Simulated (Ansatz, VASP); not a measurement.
# One calculation of Si, two programs

```xyz
2
Lattice="0.0000 2.8231 2.8231 2.8231 0.0000 2.8231 2.8231 2.8231 0.0000" Properties=species:S:1:pos:R:3 pbc="T T T"
Si    2.8231    2.8231    2.8231
Si    4.2347    4.2347    4.2347
```

Alike in both runs: task single point; functional RPBE; k mesh 9 × 9 × 9; occupations fermi-dirac, width 0.05 eV; no spin polarisation.

|  | VASP | Ansatz |
| --- | --- | --- |
| version | VASP 6.6.1 | Ansatz 0.2.0 |
| potentials or method | VASP PAW PBE potentials, release 64 (Si), cutoff 520 eV | plane waves (420 eV) with PAW, scalar-relativistic |
| valence electrons in the cell | 8 | 8 |

```csv
,VASP,Ansatz,Ansatz less VASP
pressure (GPa),-5.7,-5.6,+0.18
```

VASP's potentials were made for PBE, not for RPBE. The functional is the same, so the differences come from potentials, cutoffs and numerics.
